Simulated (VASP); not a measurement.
## Ga4SbAs3: relaxation of cell and atoms with PBE

Crystal: Ga4SbAs3.

```
As Ga Sb
1.0
     5.61098    0.00000    0.00000
     0.00000    5.61098    0.00000
     0.00000    0.00000    5.61098
As Ga Sb
3 4 1
Direct
  0.50000 0.00000 0.00000
  0.00000 0.50000 0.00000
  0.00000 0.00000 0.50000
  0.25000 0.75000 0.75000
  0.75000 0.25000 0.75000
  0.75000 0.75000 0.25000
  0.25000 0.25000 0.25000
  0.50000 0.50000 0.50000
```

```
Program                : VASP 6.6.1
Task                   : relaxation of cell and atoms
Functional             : PBE
Potentials or basis    : VASP PAW PBE potentials, release 64 (As, Ga_d, Sb)
Cutoff                 : 600 eV
k mesh                 : 4 × 4 × 4
Occupations            : fermi-dirac, width 0.02 eV
Spin                   : no spin polarisation
Dipole correction      : no
Further INCAR settings : ALGO = Normal; EDIFF = 1e-07; IBRION = 2; EDIFFG = -0.005; NSW = 80; ISIF = 3
```

The relaxed volume is 25.34 Å³/atom and the relaxed cell is a = 5.874 Å, b = 5.874 Å, c = 5.874 Å, α = 90.00°, β = 90.00°, γ = 90.00°. The space group after relaxing (to 0.1 Å) is P-43m (No. 215), the energy gained by relaxing is 125.1 meV/atom and the ionic steps are 6. The pressure after relaxing is 0.0 GPa. The band gap on the k mesh is zero (filled and empty bands touch).

Step by step:
```tsv
step	energy change (eV)	largest force (eV/Å)	pressure (GPa)	volume (Å³)
1	0.0000	1.5899	11.02	176.65
2	-0.8182	0.0118	-3.48	218.40
3	-0.9797	0.3517	-0.35	204.26
4	-0.9797	0.3340	-0.48	204.84
5	-0.9977	0.1271	-0.20	203.52
6	-1.0009	0.0020	-0.02	202.70
```

Final structure:
```
As Ga Sb
1.0
     5.87424    0.00000    0.00000
     0.00000    5.87424    0.00000
     0.00000    0.00000    5.87424
As Ga Sb
3 4 1
Direct
  0.50000 0.00000 0.00000
  0.00000 0.50000 0.00000
  0.00000 0.00000 0.50000
  0.24175 0.75825 0.75825
  0.75825 0.24175 0.75825
  0.75825 0.75825 0.24175
  0.24175 0.24175 0.24175
  0.50000 0.50000 0.50000
```

Levels at points of the mesh, in eV from the Fermi level:
```csv
k point,band 33,band 34,band 35,band 36,band 37,band 38,band 39,band 40
"(0.00, 0.00, 0.00)",-2.48,-0.23,-0.01,-0.01,-0.01,1.41,1.41,1.41
"(0.50, 0.00, 0.00)",-1.82,-1.82,-1.39,-1.39,1.64,1.82,2.65,3.10
"(0.50, 0.50, 0.00)",-1.52,-1.30,-0.96,-0.96,2.10,2.10,2.45,2.65
"(0.50, 0.50, 0.50)",-1.25,-0.76,-0.76,-0.76,0.42,0.42,0.42,1.30
```

Run time: 16 min on 1 thread of AMD EPYC 7R13, with other jobs on the host, peak memory 0.36 GiB.

Caveat: semilocal functionals underestimate gaps, and a narrow one can read as zero; spin-orbit coupling is left out, which moves the levels of the heavy elements.
